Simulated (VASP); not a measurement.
# CuO (Tenorite) (Cc) in VASP: a series of runs

CuO (Tenorite) is run at these levels: PBEsol, LDA; tasks: single point.

Everything below comes from runs of VASP 6.6.1. Logs are shortened: lines on timing, memory, paths and dates and some standing lists are left out, and cuts for length are marked.

### 1 The cell of the first run

It takes space group Cc (No. 9, monoclinic). The conventional cell has a = 4.594 Å, b = 3.357 Å, c = 5.027 Å, α = 90.00°, β = 99.65°, γ = 90.00°. Within 2.5 Å of Cu (site symmetry 1) lie 4 O at 1.87 to 1.98 Å. O (site symmetry 1) has 4 Cu at 1.87 to 1.98 Å within 2.5 Å.

### 2 Single point, PBEsol

Input file INCAR:

```
PREC = Accurate
ENCUT = 520
EDIFF = 1E-7
ISMEAR = -1
SIGMA = 0.05
LREAL = False
LASPH = True
NELM = 80
ALGO = Normal
ISIF = 2
LWAVE = False
LCHARG = False
GGA = PS
NBANDS = 25
```

Input file KPOINTS:

```
regular mesh
0
Gamma
  10 10 5
```

Input file POSCAR:

```
CuO
1.0
    2.2967865698     -1.6784228387      0.0000000000
    2.2967865698      1.6784228387      0.0000000000
   -0.8429870921      0.0000000000      4.9561536082
Cu O
2 2
Direct
    0.4968000000      0.0032000000      0.5000000000
    0.0032000000      0.4968000000      0.0000000000
    0.4056000000      0.5714000000      0.7537000000
    0.5714000000      0.4056000000      0.2537000000
```

Potentials or basis: VASP PAW PBE potentials, release 64 (Cu, O).

On the command line:

```bash
$ cat potpaw_PBE.64/Cu/POTCAR potpaw_PBE.64/O/POTCAR > POTCAR
$ mpirun -np 1 vasp_std > vasp.out
```

OUTCAR:

```text
PREC = Accurate
   ENCUT = 520
   EDIFF = 1E-7
   ISMEAR = -1
   LREAL = False
   LASPH = True
   NELM = 80
   ISIF = 2
   GGA = PS

 ion  position               nearest neighbor table
   1  0.497  0.003  0.500-   4 1.87   3 1.89   4 1.94   3 1.98
   2  0.003  0.497  0.000-   3 1.87   4 1.89   3 1.94   4 1.98
   3  0.406  0.571  0.754-   2 1.87   1 1.89   2 1.94   1 1.98
   4  0.571  0.406  0.254-   1 1.87   2 1.89   1 1.94   2 1.98

  LATTYP: Found a base centered monoclinic cell.
 ALAT       =     4.5935731396
 B/A-ratio  =     0.7307700510
 C/A-ratio  =     1.0944277397
 COS(beta)  =    -0.1676807457

  Lattice vectors:

 A1 = (   2.2967865698,  -1.6784228387,   0.0000000000)
 A2 = (   2.2967865698,   1.6784228387,   0.0000000000)
 A3 = (  -0.8429870921,   0.0000000000,   4.9561536082)

Analysis of symmetry for initial positions (statically):
=====================================================================
 Subroutine PRICEL returns:
 Original cell was already a primitive cell.

 Routine SETGRP: Setting up the symmetry group for a
 base centered monoclinic supercell.

 Subroutine GETGRP returns: Found  2 space group operations
 (whereof  1 operations were pure point group operations)
 out of a pool of  4 trial point group operations.

The static configuration has the point symmetry C_1 .
 The point group associated with its full space group is C_1h.

Analysis of symmetry for dynamics (positions and initial velocities):
=====================================================================
 Subroutine PRICEL returns:
 Original cell was already a primitive cell.

 Routine SETGRP: Setting up the symmetry group for a
 base centered monoclinic supercell.

 Subroutine GETGRP returns: Found  2 space group operations
 (whereof  1 operations were pure point group operations)
 out of a pool of  4 trial point group operations.

The dynamic configuration has the point symmetry C_1 .
 The point group associated with its full space group is C_1h.

 Subroutine INISYM returns: Found  2 space group operations
 (whereof  1 operations are pure point group operations),
 and found     1 'primitive' translations

----------------------------------------------------------------------------------------

                                     Primitive cell

  volume of cell :      38.2117

  direct lattice vectors                    reciprocal lattice vectors
     2.296786570 -1.678422839  0.000000000     0.217695456 -0.297898711  0.037027597
[... 84 lines left out ...]
   ISPIN  =      1    spin polarized calculation?
   LNONCOLLINEAR =      F non collinear calculations
   LSORBIT =      F    spin-orbit coupling
   LASPH  =      T    aspherical Exc in radial PAW
   ENCUT  =  520.0 eV  38.22 Ry    6.18 a.u.   5.29  5.29  9.35*2*pi/ulx,y,z
   NELM   =     80;   NELMIN=  2; NELMDL= -5     # of ELM steps
   EDIFF  = 0.1E-06   stopping-criterion for ELM
   LREAL  =      F    real-space projection
   EDIFFG = 0.1E-05   stopping-criterion for IOM
   NSW    =      0    number of steps for IOM
   IBRION =     -1    ionic relax: 0-MD 1-quasi-New 2-CG
   NFREE  =      0    steps in history (QN), initial steepest desc. (CG)
   ISIF   =      2    stress and relaxation
   ISYM   =      2    0-nonsym 1-usesym 2-fastsym
   POTIM  = 0.5000    time-step for ionic-motion
   TEBEG  =    0.0;   TEEND  =   0.0 temperature during run
   PSTRESS=    0.0 pullay stress
   NELECT =      34.0000    total number of electrons
   NUPDOWN=      -1.0000    fix difference up-down
   EMIN   =  10.00;   EMAX   =-10.00  energy-range for DOS
   EFERMI =   0.00;   METHOD = LEGACY
   ISMEAR =    -1;   SIGMA  =   0.05  broadening in eV -4-tet -1-fermi 0-gaus
   EFERMI_NEDOS =   21; number of points for ismear=-14 and -15
   IALGO  =     38    algorithm
   IMIX   =      4    mixing-type and parameters
     AMIX     =   0.40;   BMIX     =  1.00
     AMIX_MAG =   1.60;   BMIX_MAG =  1.00
  volume/ion in A,a.u.               =       9.55        64.47
  Fermi-wavevector in a.u.,A,eV,Ry     =   1.574595  2.975553 33.733598  2.479350
  Thomas-Fermi vector in A             =   2.675706
   LORBIT       =      0    0 simple, 1 ext, 2 COOP (PROOUT), +10 PAW based schemes
   GGA     = PS    functional components
   LHFCALC =     F    Hartree Fock is set to
   AEXX    =    0.0000 exact exchange contribution
   IVDW    =     0    specifies the selected vdW correction
   LEPSILON=     F    determine dielectric tensor
   LRPA    =     F    only Hartree local field effects (RPA)
 non-spin polarized calculation
  energy-cutoff  :      520.00
  volume of cell :       38.21
 maximum number of plane-waves:      1045
 NGX is ok and might be reduce to    24
   NGX = 11   NGY = 11   NGZ = 19

 number of electron      34.0000012 magnetization

 Free energy of the ion-electron system (eV)
  ---------------------------------------------------
  ext. energy  EPLUGINS =         0.00000000
  ---------------------------------------------------
  free energy    TOTEN  =       -21.24178777 eV

  energy without entropy =      -21.22352933  energy(sigma->0) =      -21.23265855

 E-fermi :   6.3821     XC(G=0): -12.5260

 val. band max:        6.3726782101   @ k =   0.5000   0.1000   0.2000
 cond. band min:       6.3891606549   @ k =  -0.1000   0.0000   0.4000
 fundamental gap:      0.0164824448
 Fermi energy:         6.3821049754

 k-point     1 :       0.0000    0.0000    0.0000
  band No.  band energies     occupation
      1     -14.0720      2.00000
      2     -12.5446      2.00000
      3      -2.4495      2.00000
      4       0.3443      2.00000
      5       0.7260      2.00000
      6       2.6660      2.00000
[... 661 lines left out ...]
     24      20.0563      0.00000
     25      21.0195      0.00000

 [... further k-points ...]
[... 5 lines left out ...]
  --------------------------------------------------------------------------------------
  -------------------------------------------------------------------------------------
  Total        2.5541744      2.2698052      2.6780715      0.0000000      0.0000000     -0.7254235
  in kB      107.0938046     95.1705111    112.2886781      0.0000000      0.0000000    -30.4162316
  external PRESSURE =     104.8509979 kB  Pullay stress =       0.0000000 kB

 VOLUME and BASIS-vectors are now :
 -----------------------------------------------------------------------------
  energy-cutoff  :      520.00
  volume of cell :       38.21
      direct lattice vectors                 reciprocal lattice vectors
     2.296786570 -1.678422839  0.000000000     0.217695456 -0.297898711  0.037027597
     2.296786570  1.678422839  0.000000000     0.217695456  0.297898711  0.037027597
    -0.842987092  0.000000000  4.956153608     0.000000000  0.000000000  0.201769372

 POSITION                                       TOTAL-FORCE (eV/Angst)
 -----------------------------------------------------------------------------------
      0.72690     -0.82847      2.47808        -0.772834     -0.447512      0.307231
      1.14839      0.82847      0.00000        -0.772834      0.447512      0.307231
      1.60860      0.27828      3.73545         0.772834     -0.161511     -0.307231
      2.03009     -0.27828      1.25738         0.772834      0.161511     -0.307231
 -----------------------------------------------------------------------------------
    total drift:                                0.000209      0.000000      0.000567

  FREE ENERGIE OF THE ION-ELECTRON SYSTEM (eV)
  ---------------------------------------------------
  free  energy   TOTEN  =       -21.2417877728 eV

  energy  without entropy=      -21.2235293332  energy(sigma->0) =      -21.23265855
```

OSZICAR:

```text
N       E                     dE             d eps       ncg     rms          rms(c)
DAV:   1     0.293528430530E+03    0.29353E+03   -0.16521E+04  7524   0.221E+03
DAV:   2     0.838758735744E+01   -0.28514E+03   -0.26289E+03  7186   0.403E+02
DAV:   3    -0.260608169959E+02   -0.34448E+02   -0.32658E+02  8567   0.156E+02
DAV:   4    -0.271601343310E+02   -0.10993E+01   -0.10931E+01  8864   0.298E+01
DAV:   5    -0.271793942535E+02   -0.19260E-01   -0.19250E-01  9076   0.353E+00    0.173E+01
DAV:   6    -0.244233268017E+02    0.27561E+01   -0.34326E+01  9866   0.156E+02    0.126E+01
DAV:   7    -0.212049443987E+02    0.32184E+01   -0.92915E+00  8523   0.115E+02    0.256E+00
DAV:   8    -0.212867055237E+02   -0.81761E-01   -0.13666E+00  7532   0.809E+00    0.166E+00
DAV:   9    -0.212456981994E+02    0.41007E-01   -0.48619E-02 12180   0.648E+00    0.449E-01
DAV:  10    -0.212427285616E+02    0.29696E-02   -0.11327E-02 10396   0.152E+00    0.319E-01
DAV:  11    -0.212417419254E+02    0.98664E-03   -0.52544E-03 10789   0.719E-01    0.466E-02
DAV:  12    -0.212417731016E+02   -0.31176E-04   -0.27467E-04  9226   0.180E-01    0.368E-02
DAV:  13    -0.212417891781E+02   -0.16077E-04   -0.17236E-05 10400   0.589E-02    0.913E-03
DAV:  14    -0.212417880205E+02    0.11576E-05   -0.21677E-06 10964   0.195E-02    0.476E-03
DAV:  15    -0.212417877895E+02    0.23099E-06   -0.10914E-06 11012   0.142E-02    0.332E-04
DAV:  16    -0.212417877728E+02    0.16696E-07   -0.45037E-08  3938   0.244E-03
   1 F= -.21241788E+02 E0= -.21232659E+02  d E =-.182584E-01
```

stdout:

```text
POSCAR found type information on POSCAR CuO
 POSCAR found :  2 types and       4 ions
 scaLAPACK will be used
 -----------------------------------------------------------------------------
|                                                                             |
|                                                                             |
|     You enforced a specific xc type in the INCAR file but a different       |
|     I HOPE YOU KNOW WHAT YOU ARE DOING!                                     |
|                                                                             |
 -----------------------------------------------------------------------------

 LDA part: xc-table for (Slater+PW92), standard interpolation
 POSCAR, INCAR and KPOINTS ok, starting setup
 FFT: planning ... GRIDC
 FFT: planning ... GRID_SOFT
 FFT: planning ... GRID
 WAVECAR not read
 entering main loop
```

Wall time 88 s (1 thread of AMD EPYC 9R45 (Zen 5), shared host); peak memory 0.21 GiB.

Results:

| Item | Value |
| --- | --- |
| Free energy | -21.2418 eV |
| Pressure | 10.5 GPa |
| Largest force | 0.944 eV/Å |
| Band gap on the k mesh | zero (band 17 reaches 6.66 eV, above the bottom of band 18 at 6.06 eV) |

Forces in eV/Å, atoms in the order of the input:
```
Cu  -0.773 -0.448  0.307
Cu  -0.773  0.448  0.307
O    0.773 -0.162 -0.307
O    0.773  0.162 -0.307
```

Levels at points of the mesh, in eV from the Fermi level:
| k point | band 15 | band 16 | band 17 | band 18 | band 19 | band 20 |
| --- | --- | --- | --- | --- | --- | --- |
| (0.00, 0.00, 0.00) | -2.31 | -1.76 | 0.23 | 0.98 | 1.89 | 5.98 |
| (0.50, 0.00, 0.00) | -1.61 | -1.50 | -0.04 | 0.29 | 4.78 | 6.47 |
| (0.50, 0.50, 0.00) | -1.74 | -1.30 | -0.69 | 1.14 | 3.09 | 7.19 |

Caveat: the PAW data sets were made with another functional, which shifts forces and pressure a little; semilocal functionals often make such compounds metallic where correlation or magnetic order opens a gap, which also shifts bond lengths. With open d or f shells a metallic result of PBEsol can be an artefact of self-interaction; +U or a hybrid may open a gap.

### 3 Single point, LDA

This run uses another cell than the first one, of 9.76 Å³/atom, 1.021 times its volume.

Input file INCAR:

```
SYSTEM = CuO
PREC = Accurate ; ENCUT = 520
EDIFF = 1E-7 ; ISMEAR = -1
SIGMA = 0.05 ; LREAL = .False.
LASPH = .True. ; NELM = 60
ALGO = Normal ; ISIF = 2
LWAVE = .False. ; LCHARG = .False.
NBANDS = 25
```

Input file KPOINTS:

```
regular mesh
0
Gamma
  10 10 5
  0 0 0
```

Input file POSCAR:

```
CuO
1.0
    2.3129616560     -1.6902431073      0.0000000000
    2.3129616560      1.6902431073      0.0000000000
   -0.8489238166      0.0000000000      4.9910572484
Cu O
2 2
Direct
    0.4968000000      0.0032000000      0.5000000000
    0.0032000000      0.4968000000      0.0000000000
    0.4056000000      0.5714000000      0.7537000000
    0.5714000000      0.4056000000      0.2537000000
```

Potentials or basis: VASP PAW LDA potentials, release 64 (Cu, O).

On the command line:

```bash
$ cat potpaw_LDA.64/Cu/POTCAR potpaw_LDA.64/O/POTCAR > POTCAR
$ mpirun -np 1 vasp_std > vasp.out
```

Run time: 91 s. Hardware: 1 thread of AMD EPYC 9R45 (Zen 5), shared host; peak memory 0.19 GiB.

The run converged. Its results:

```
Free energy            : -23.1558 eV
Pressure               : -1.4 GPa
Largest force          : 0.827 eV/Å
Band gap on the k mesh : zero (band 17 reaches 6.19 eV, above the bottom of band 18 at 5.59 eV)
```

Forces in eV/Å, atoms in the order of the input:
```
Cu  -0.686 -0.378  0.265
Cu  -0.686  0.378  0.265
O    0.686 -0.344 -0.265
O    0.686  0.344 -0.265
```

Stress tensor (GPa, compression positive):
```
-1.82  0.00 -1.47
 0.00  0.22  0.00
-1.47  0.00 -2.51
```

Levels at points of the mesh, in eV from the Fermi level:
| k point | band 14 | band 15 | band 16 | band 17 | band 18 | band 19 | band 20 | band 21 |
| --- | --- | --- | --- | --- | --- | --- | --- | --- |
| (0.00, 0.00, 0.00) | -2.34 | -2.26 | -1.72 | 0.24 | 0.96 | 1.89 | 6.03 | 8.32 |
| (0.50, 0.00, 0.00) | -1.67 | -1.56 | -1.46 | -0.04 | 0.29 | 4.78 | 6.43 | 7.08 |
| (0.50, 0.50, 0.00) | -2.24 | -1.73 | -1.27 | -0.67 | 1.11 | 3.19 | 7.08 | 8.53 |

Caveat: semilocal functionals often make such compounds metallic where correlation or magnetic order opens a gap, which also shifts bond lengths.

### 4 Single point, LDA

This run uses another cell than the first one, of 10.16 Å³/atom, 1.064 times its volume.

Input file INCAR:

```
  ALGO = Normal
  EDIFF = 1E-7
  ENCUT = 520
  GGA = CA
  ISIF = 2
  ISMEAR = -1
  LASPH = True
  LCHARG = False
  LREAL = False
  LWAVE = False
  NBANDS = 25
  NELM = 60
  PREC = Accurate
  SIGMA = 0.05
```

Input file KPOINTS:

```
k-points
0
Gamma
  10 10 5
```

Input file POSCAR:

```
CuO
1.0
    2.3446500000     -1.7134000000      0.0000000000
    2.3446500000      1.7134000000      0.0000000000
   -0.8605543552      0.0000000000      5.0594363927
Cu O
2 2
Direct
    0.4968000000      0.0032000000      0.5000000000
    0.0032000000      0.4968000000      0.0000000000
    0.4056000000      0.5714000000      0.7537000000
    0.5714000000      0.4056000000      0.2537000000
```

On the command line:

```bash
$ cat potpaw_LDA.64/Cu/POTCAR potpaw_LDA.64/O/POTCAR > POTCAR
$ mpirun -np 1 vasp_std > vasp.out
```

Run time: 97 s. Hardware: 1 thread of AMD EPYC 9R45 (Zen 5), shared host; peak memory 0.2 GiB.

The run converged. Its results:

```yaml
Free_energy: -23.1052 eV
Pressure: -8.8 GPa
Largest_force: 0.784 eV/Å
Band_gap_on_the_k_mesh: zero (band 17 reaches 5.62 eV, above the bottom of band 18 at 5.01 eV)
```

Forces in eV/Å, atoms in the order of the input:
```
Cu  -0.586 -0.306  0.221
Cu  -0.586  0.306  0.221
O    0.586 -0.471 -0.221
O    0.586  0.471 -0.221
```

Stress tensor (GPa, compression positive):
```
 -9.56   0.00  -0.34
  0.00  -5.48   0.00
 -0.34   0.00 -11.27
```

Levels at points of the mesh, in eV from the Fermi level:
```tsv
k point	band 13	band 14	band 15	band 16	band 17	band 18	band 19	band 20	band 21	band 22
(0.00, 0.00, 0.00)	-2.30	-2.21	-2.13	-1.62	0.24	0.92	1.74	5.99	8.08	13.19
(0.50, 0.00, 0.00)	-2.02	-1.57	-1.46	-1.38	-0.04	0.29	4.80	6.26	6.89	10.98
(0.50, 0.50, 0.00)	-2.12	-2.12	-1.69	-1.20	-0.63	1.07	3.30	6.93	8.47	9.89
```

Caveat: semilocal functionals often make such compounds metallic where correlation or magnetic order opens a gap, which also shifts bond lengths.

### 5 The runs side by side

| level | potentials or basis | cell | gap on the mesh (eV) | pressure (GPa) | largest force (eV/Å) |
| --- | --- | --- | --- | --- | --- |
| PBEsol | VASP PAW PBE potentials, release 64 (Cu, O) | a = 2.845, b = 2.845, c = 5.027 Å, angles 97.8, 97.8, 72.3°, 4 atoms | none | 10.5 | 0.94 |
| LDA | VASP PAW LDA potentials, release 64 (Cu, O) | a = 2.865, b = 2.865, c = 5.063 Å, angles 97.8, 97.8, 72.3°, 4 atoms | none | -1.4 | 0.83 |
| LDA | VASP PAW LDA potentials, release 64 (Cu, O) | a = 2.904, b = 2.904, c = 5.132 Å, angles 97.8, 97.8, 72.3°, 4 atoms | none | -8.8 | 0.78 |

Alike in all rows: task single point; no spin polarisation; k mesh 10 × 10 × 5; cutoff (eV) 520; smearing fermi-dirac 0.05 eV.

Caveats: semilocal functionals often make such compounds metallic where correlation or magnetic order opens a gap, which also shifts bond lengths; the PAW data sets were made with another functional, which shifts forces and pressure a little (some runs).

Total energies depend on the potentials used, so only differences within one code and one set of settings carry meaning.
